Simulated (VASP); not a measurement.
# BeBr in VASP: single point with PBE

Aim: the single point of BeBr with PBE.

Program: VASP 6.6.1. These are calculated values, not measurements. Logs are shortened: lines on timing, memory, paths and dates and some standing lists are left out, and cuts for length are marked.

## Step 1: The cell of the first run

The cell holds a sheet with vacuum, 4 atoms: a = 4.607 Å, b = 4.607 Å, c = 26.982 Å, α = 90.00°, β = 90.00°, γ = 90.00°.

## Step 2: Single point, PBE

Input file POSCAR:

```
BeBr
1.0
    4.6072260242      0.0000000000      0.0000000000
    0.0000000000      4.6072260242      0.0000000000
    0.0000000000      0.0000000000     26.9815014400
Be Br
2 2
Direct
    0.5000000000      0.0000000000      0.2839559132
    0.0000000000      0.5000000000      0.2839559132
    0.0000000000      0.0000000000      0.2513071767
    0.5000000000      0.5000000000      0.3166046497
```

Input file INCAR.step1:

```
SYSTEM = BeBr
  PREC = Accurate
  ENCUT = 520
  EDIFF = 1E-6
  ISMEAR = 0
  SIGMA = 0.1
  LREAL = .FALSE.
  LASPH = .TRUE.
  NELM = 100
  ALGO = Normal
  ISIF = 2
  LWAVE = .FALSE.
  LCHARG = .TRUE.
  LDIPOL = .TRUE.
  IDIPOL = 3
  DIPOL = 0.5 0.5 0.284
  GGA = PE
  NBANDS = 17
```

Input file KPOINTS.step1:

```
regular mesh
0
G
  10 10 1
  0 0 0
```

Input file INCAR.step2:

```
SYSTEM = BeBr
  PREC = Accurate
  ENCUT = 520
  EDIFF = 1E-6
  ISMEAR = -5
  SIGMA = 0.1
  LREAL = .FALSE.
  LASPH = .TRUE.
  NELM = 100
  ALGO = Normal
  ISIF = 2
  LWAVE = .FALSE.
  LCHARG = .FALSE.
  LDIPOL = .TRUE.
  IDIPOL = 3
  DIPOL = 0.5 0.5 0.284
  GGA = PE
  LORBIT = 11
  NEDOS = 1001
  ICHARG = 11
```

Input file KPOINTS.step2:

```
regular mesh
0
G
  15 15 1
  0 0 0
```

Potentials or basis: VASP PAW PBE potentials, release 64 (Be, Br).

The run is started by

```bash
$ cat potpaw_PBE.64/Be/POTCAR potpaw_PBE.64/Br/POTCAR > POTCAR
$ cp INCAR.step1 INCAR
$ cp KPOINTS.step1 KPOINTS
$ mpirun -np 1 vasp_std > vasp.out
$ cp INCAR.step2 INCAR
$ cp KPOINTS.step2 KPOINTS
$ mpirun -np 1 vasp_std > vasp.out
```

OUTCAR:

```text
SYSTEM = BeBr
   PREC = Accurate
   ENCUT = 520
   EDIFF = 1E-6
   ISMEAR = -5
   LREAL = .FALSE.
   LASPH = .TRUE.
   NELM = 100
   ISIF = 2
   GGA = PE
   LORBIT = 11
   ICHARG = 11

 ion  position               nearest neighbor table
   1  0.500  0.000  0.284-   4 2.47   4 2.47   3 2.47   3 2.47
   2  0.000  0.500  0.284-   4 2.47   4 2.47   3 2.47   3 2.47
   3  0.000  0.000  0.251-   1 2.47   2 2.47   2 2.47   1 2.47
   4  0.500  0.500  0.317-   1 2.47   2 2.47   1 2.47   2 2.47

  LATTYP: Found a simple tetragonal cell.
 ALAT       =     4.6072260242
 C/A-ratio  =     5.8563442076

  Lattice vectors:

 A1 = (   4.6072260242,   0.0000000000,   0.0000000000)
 A2 = (   0.0000000000,   4.6072260242,   0.0000000000)
 A3 = (   0.0000000000,   0.0000000000,  26.9815014400)

Analysis of symmetry for initial positions (statically):
=====================================================================
 Subroutine PRICEL returns:
 Original cell was already a primitive cell.

 Routine SETGRP: Setting up the symmetry group for a
 simple tetragonal supercell.

 Subroutine GETGRP returns: Found 16 space group operations
 (whereof  8 operations were pure point group operations)
 out of a pool of 16 trial point group operations.

The static configuration has the point symmetry C_4v.
 The point group associated with its full space group is D_4h.

Analysis of symmetry for dynamics (positions and initial velocities):
=====================================================================
 Subroutine PRICEL returns:
 Original cell was already a primitive cell.

 Routine SETGRP: Setting up the symmetry group for a
 simple tetragonal supercell.

 Subroutine GETGRP returns: Found 16 space group operations
 (whereof  8 operations were pure point group operations)
 out of a pool of 16 trial point group operations.

The dynamic configuration has the point symmetry C_4v.
 The point group associated with its full space group is D_4h.

 Subroutine INISYM returns: Found 16 space group operations
 (whereof  8 operations are pure point group operations),
 and found     1 'primitive' translations

----------------------------------------------------------------------------------------

                                     Primitive cell

  volume of cell :     572.7237

  direct lattice vectors                    reciprocal lattice vectors
     4.607226024  0.000000000  0.000000000     0.217050345  0.000000000  0.000000000
     0.000000000  4.607226024  0.000000000     0.000000000  0.217050345  0.000000000
     0.000000000  0.000000000 26.981501440     0.000000000  0.000000000  0.037062430

  length of vectors
     4.607226024  4.607226024 26.981501440     0.217050345  0.217050345  0.037062430

  position of ions in fractional coordinates (direct lattice)
     0.500000000  0.000000000  0.283955913
     0.000000000  0.500000000  0.283955913
     0.000000000  0.000000000  0.251307177
     0.500000000  0.500000000  0.316604650

  ion indices of the primitive-cell ions
   primitive index   ion index
                 1           1
                 2           2
                 3           3
                 4           4

----------------------------------------------------------------------------------------

 KPOINTS: regular mesh

Automatic generation of k-mesh.
 Grid dimensions read from file:
 generate k-points for:   15   15    1

 Generating k-lattice:

  Cartesian coordinates                     Fractional coordinates (reciprocal lattice)
     0.014470023  0.000000000  0.000000000     0.066666667  0.000000000  0.000000000
     0.000000000  0.014470023  0.000000000     0.000000000  0.066666667  0.000000000
     0.000000000  0.000000000  0.037062430     0.000000000  0.000000000  1.000000000

  Length of vectors
     0.014470023  0.014470023  0.037062430

  Shift w.r.t. Gamma in fractional coordinates (k-lattice)
     0.000000000  0.000000000  0.000000000

 TETIRR: Found    321 inequivalent tetrahedra from     1350

 Subroutine IBZKPT returns following result:
 ===========================================

 Found     36 irreducible k-points:

 Following reciprocal coordinates:
            Coordinates               Weight
  0.000000  0.000000  0.000000      1.000000
  0.066667  0.000000  0.000000      4.000000
  0.133333  0.000000  0.000000      4.000000
  0.200000  0.000000  0.000000      4.000000
  0.266667  0.000000  0.000000      4.000000
  0.333333  0.000000  0.000000      4.000000
[... 16 lines left out ...]
  0.266667  0.200000  0.000000      8.000000
  0.333333  0.200000  0.000000      8.000000
 [... further k-points ...]
   k-points           NKPTS =     36   k-points in BZ     NKDIM =     36   number of bands    NBANDS=     13
   number of dos      NEDOS =   1001   number of ions     NIONS =      4
   total plane-waves  NPLWV = 272160
   dimension x,y,z NGX =    36 NGY =   36 NGZ =  210
   dimension x,y,z NGXF=    72 NGYF=   72 NGZF=  420
   ions per type =               2   2
   NGX,Y,Z   is equivalent  to a cutoff of  12.99, 12.99, 12.94 a.u.
   NGXF,Y,Z  is equivalent  to a cutoff of  25.98, 25.98, 25.88 a.u.
 SYSTEM =  BeBr
   PREC   = accura    normal or accurate (medium, high low for compatibility)
   ISTART =      0    job   : 0-new  1-cont  2-samecut
   ICHARG =     11    charge: 1-file 2-atom 10-const
   ISPIN  =      1    spin polarized calculation?
   LNONCOLLINEAR =      F non collinear calculations
   LSORBIT =      F    spin-orbit coupling
   LASPH  =      T    aspherical Exc in radial PAW
   ENCUT  =  520.0 eV  38.22 Ry    6.18 a.u.   8.57  8.57 50.17*2*pi/ulx,y,z
   NELM   =    100;   NELMIN=  2; NELMDL=  0     # of ELM steps
   EDIFF  = 0.1E-05   stopping-criterion for ELM
   LREAL  =      F    real-space projection
   EDIFFG = 0.1E-04   stopping-criterion for IOM
   NSW    =      0    number of steps for IOM
   IBRION =     -1    ionic relax: 0-MD 1-quasi-New 2-CG
   NFREE  =      0    steps in history (QN), initial steepest desc. (CG)
   ISIF   =      2    stress and relaxation
   ISYM   =      2    0-nonsym 1-usesym 2-fastsym
   POTIM  = 0.5000    time-step for ionic-motion
   TEBEG  =    0.0;   TEEND  =   0.0 temperature during run
   PSTRESS=    0.0 pullay stress
   NELECT =      18.0000    total number of electrons
   NUPDOWN=      -1.0000    fix difference up-down
   EMIN   =  10.00;   EMAX   =-10.00  energy-range for DOS
   EFERMI =   0.00;   METHOD = LEGACY
   ISMEAR =    -5;   SIGMA  =   0.10  broadening in eV -4-tet -1-fermi 0-gaus
   EFERMI_NEDOS =   21; number of points for ismear=-14 and -15
   IALGO  =     38    algorithm
   IMIX   =      4    mixing-type and parameters
     AMIX     =   0.40;   BMIX     =  1.00
     AMIX_MAG =   1.60;   BMIX_MAG =  1.00
  volume/ion in A,a.u.               =     143.18       966.23
  Fermi-wavevector in a.u.,A,eV,Ry     =   0.516635  0.976299  3.631557  0.266912
  Thomas-Fermi vector in A             =   1.532660
   LORBIT       =     11    0 simple, 1 ext, 2 COOP (PROOUT), +10 PAW based schemes
   GGA     = PE    functional components
   LHFCALC =     F    Hartree Fock is set to
   AEXX    =    0.0000 exact exchange contribution
   IVDW    =     0    specifies the selected vdW correction
   LEPSILON=     F    determine dielectric tensor
   LRPA    =     F    only Hartree local field effects (RPA)
 non-spin polarized calculation
 Fermi weights with tetrahedron method with Bloechl corrections
  energy-cutoff  :      520.00
  volume of cell :      572.72
 maximum number of plane-waves:     15483
 NGX is ok and might be reduce to    36

 number of electron      18.0000003 magnetization

 dipolmoment           0.000000      0.000000     -0.000041 electrons x Angstroem

 Free energy of the ion-electron system (eV)
  ---------------------------------------------------
  ext. energy  EPLUGINS =         0.00000000
  ---------------------------------------------------
  free energy    TOTEN  =        -8.57326277 eV

  energy without entropy =       -8.57326277  energy(sigma->0) =       -8.57326277

 E-fermi :  -2.1058     XC(G=0):  -1.7605

 val. band max:       -2.1537611541   @ k =   0.2667   0.2000   0.0000
 cond. band min:      -2.0878576077   @ k =   0.4667   0.1333   0.0000
 fundamental gap:      0.0659035465
 Fermi energy:        -2.1058275976

 k-point     1 :       0.0000    0.0000    0.0000
  band No.  band energies     occupation
      1     -20.1964      2.00000
      2     -19.5164      2.00000
      3      -9.3645      2.00000
      4      -9.3645      2.00000
      5      -8.1943      2.00000
      6      -7.5211      2.00000
      7      -7.4982      2.00000
      8      -7.4982      2.00000
      9      -3.5675      2.00000
     10      -2.9799      2.00000
     11      -1.4391      0.00000
     12      -0.5374      0.00000
     13       0.6766      0.00000

 k-point     2 :       0.0667    0.0000    0.0000
  band No.  band energies     occupation
      1     -20.1885      2.00000
      2     -19.5229      2.00000
      3      -9.3972      2.00000
      4      -9.3463      2.00000
      5      -8.2591      2.00000
      6      -7.5202      2.00000
      7      -7.4896      2.00000
      8      -7.4791      2.00000
      9      -3.5009      2.00000
     10      -2.9046      2.00000
     11      -1.4552      0.00000
[... 339 lines left out ...]
 k-point    24 :       0.3333    0.2000    0.0000
  band No.  band energies     occupation
      1     -19.9716      2.00000
      2     -19.6918      2.00000
      3      -9.8760      2.00000
      4      -9.4696      2.00000
      5      -8.8937      2.00000
      6      -7.8917      2.00000
      7      -7.3802      2.00000
      8      -7.0251      2.00000
      9      -1.9892      0.31727
     10      -1.5652      0.00000
     11      -1.0254      0.00000
     12      -0.3529      0.00000
     13       0.4846      0.00000

 [... further k-points ...]

------------------------ aborting loop because EDIFF is reached ----------------------------------------

 vacuum level on the upper side and lower side of the slab       (xc-potential included)        -0.006        -0.006

  FORCE on cell =-STRESS in cart. coord.  units (eV):
  Direction    XX          YY          ZZ          XY          YZ          ZX
  --------------------------------------------------------------------------------------
  -------------------------------------------------------------------------------------
  Total       -0.0435979     -0.0435979      0.0068075      0.0000000      0.0000000      0.0000000
  in kB       -0.1219639     -0.1219639      0.0190437      0.0000000      0.0000000      0.0000000
  external PRESSURE =      -0.0749614 kB  Pullay stress =       0.0000000 kB

 VOLUME and BASIS-vectors are now :
 -----------------------------------------------------------------------------
  energy-cutoff  :      520.00
  volume of cell :      572.72
      direct lattice vectors                 reciprocal lattice vectors
     4.607226024  0.000000000  0.000000000     0.217050345  0.000000000  0.000000000
     0.000000000  4.607226024  0.000000000     0.000000000  0.217050345  0.000000000
     0.000000000  0.000000000 26.981501440     0.000000000  0.000000000  0.037062430

 POSITION                                       TOTAL-FORCE (eV/Angst)
 -----------------------------------------------------------------------------------
      2.30361      0.00000      7.66156         0.000000      0.000000      0.000000
      0.00000      2.30361      7.66156         0.000000      0.000000      0.000000
      0.00000      0.00000      6.78064         0.000000     -0.000000      0.007878
      2.30361      2.30361      8.54247         0.000000     -0.000000     -0.007878
 -----------------------------------------------------------------------------------
    total drift:                                0.000000     -0.000000     -0.002076

  FREE ENERGIE OF THE ION-ELECTRON SYSTEM (eV)
  ---------------------------------------------------
  free  energy   TOTEN  =        -8.5732627651 eV

  energy  without entropy=       -8.5732627651  energy(sigma->0) =       -8.57326277

 vacuum level on the upper side and lower side of the slab         1.161         1.161

 total charge

# of ion       s       p       d       tot
------------------------------------------
    1        0.476   0.303   0.000   0.780
    2        0.476   0.303   0.000   0.780
    3        1.632   3.149   0.051   4.833
    4        1.632   3.149   0.051   4.833
--------------------------------------------------
tot          4.217   6.905   0.103  11.225
```

It took 3.9 min on 1 thread of Intel Xeon 6975P-C (Granite Rapids), shared host; peak memory 0.69 GiB.

Results:

```
Valence electrons inside the program's atomic spheres : Be 0.78; Br 4.83
```
